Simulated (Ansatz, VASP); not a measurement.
## One calculation of K, two programs

```xyz
1
Lattice="-2.6804 2.6804 2.6804 2.6804 -2.6804 2.6804 2.6804 2.6804 -2.6804" Properties=species:S:1:pos:R:3 pbc="T T T"
K     0.0000    0.0000    0.0000
```

Alike in both runs: task single point; functional PBEsol; k mesh 14 × 14 × 14; occupations fermi-dirac, width 0.1 eV; no spin polarisation.

|  | VASP | Ansatz |
| --- | --- | --- |
| version | VASP 6.6.1 | Ansatz 0.2.0 |
| potentials or method | VASP PAW PBE potentials, release 64 (K_sv), cutoff 520 eV | plane waves (420 eV) with PAW, scalar-relativistic |
| valence electrons in the cell | 9 | 9 |

```csv
,VASP,Ansatz,Ansatz less VASP
pressure (GPa),-0.3,-0.3,+0.01
```

VASP's potentials were made for PBE, not for PBEsol, and Ansatz warns of the same on its side. The functional is the same, so the differences come from potentials, cutoffs and numerics.
